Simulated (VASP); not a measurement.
Input of a VASP 6.6.1 run:

INCAR

```
PREC = Accurate
ENCUT = 520
EDIFF = 1E-6
ISMEAR = 0
SIGMA = 0.1
LREAL = F
LASPH = T
NELM = 100
ALGO = Normal
ISIF = 2
LWAVE = F
LCHARG = F
LDIPOL = T
IDIPOL = 3
DIPOL = 0.5 0.5 0.291
GGA = PE
NBANDS = 104
```

Contents of KPOINTS:

```
Automatic mesh
0
Gamma
  5 5 1
```

The input POSCAR:

```
HRh6
1.0
    5.4163401145      0.0000000000      0.0000000000
    0.0000000000      5.4163401145      0.0000000000
    0.0000000000      0.0000000000     21.6737367085
Rh H
12 2
Direct
    0.2500000000      0.2500000000      0.1845551625
    0.2500000000      0.7500000000      0.1845551625
    0.7500000000      0.2500000000      0.1845551625
    0.7500000000      0.7500000000      0.1845551625
    0.0000000000      0.0000000000      0.2693761947
    0.0000000000      0.5000000000      0.2693761947
    0.5000000000      0.0000000000      0.2693761947
    0.5000000000      0.5000000000      0.2693761947
    0.2500000000      0.2500000000      0.3540569313
    0.2500000000      0.7500000000      0.3540569313
    0.7500000000      0.2500000000      0.3540569313
    0.7500000000      0.7500000000      0.3540569313
    0.2553698675      0.5000000000      0.4191126261
    0.7446301325      0.5000000000      0.4191126261
```

Potentials or basis: VASP PAW PBE potentials, release 64 (Rh_pv, H).

Command:

```console
$ cat potpaw_PBE.64/Rh_pv/POTCAR potpaw_PBE.64/H/POTCAR > POTCAR
$ mpirun -np 1 vasp_std > vasp.out
```

Q: What does it give for the largest force?

A: 1.412 eV/Å.

Q: What does it give for the band gap on the k mesh?

A: Zero (bands 91 and 92 overlap by 0.72 eV).

Forces on the atoms (eV/Å):
```
Rh   0.000  0.064 -0.067
Rh   0.000 -0.064 -0.067
Rh   0.000  0.064 -0.067
Rh   0.000 -0.064 -0.067
Rh   0.000  0.000  0.247
Rh   0.000  0.000 -0.235
Rh   0.000  0.000  0.235
Rh   0.000  0.000 -0.239
Rh   0.018  0.525  0.771
Rh   0.018 -0.525  0.771
Rh  -0.018  0.525  0.771
Rh  -0.018 -0.525  0.771
H   -0.045  0.000 -1.412
H    0.045  0.000 -1.412
```
